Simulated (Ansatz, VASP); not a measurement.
WS2 in VASP and in Ansatz

```
CELL_PARAMETERS angstrom
3.09606 -1.89795 0.00000
3.09606 1.89795 0.00000
-0.00305 0.00000 4.36610
ATOMIC_POSITIONS crystal
W 0.00000 0.00000 0.00000
S 0.68790 0.68790 0.28890
S 0.31210 0.31210 0.71110
```

Change from the starting cell: volume scaled by 0.94.

Alike in both runs: task single point; functional PBE; k mesh 8 × 8 × 6; occupations fermi-dirac, width 0.05 eV; no spin polarisation.

```csv
,VASP,Ansatz
version,VASP 6.6.1,Ansatz 0.2.0
potentials or method,"VASP PAW PBE potentials, release 64 (W_sv, S), cutoff 520 eV","all-electron LAPW, scalar-relativistic"
```

VASP gave:

```
gap on the k mesh at the Fermi level (eV)                     : none
pressure (GPa)                                                : 2.8
traceless stress, the component that is largest in VASP (GPa) : 21.23
rms of the force components (eV/Å)                            : 0.801
```

Q: What did Ansatz give for the same quantities?

A: gap on the k mesh at the Fermi level (eV): none; pressure (GPa): 2.9; traceless stress, the component that is largest in VASP (GPa): 21.20; rms of the force components (eV/Å): 0.801.

Atom by atom the forces differ by 0.001 eV/Å (rms over components). A gap of «none» marks a metal or a gap that the smearing closes. Ansatz ran all-electron here, and VASP with PAW potentials.

Spin-orbit coupling is off throughout.
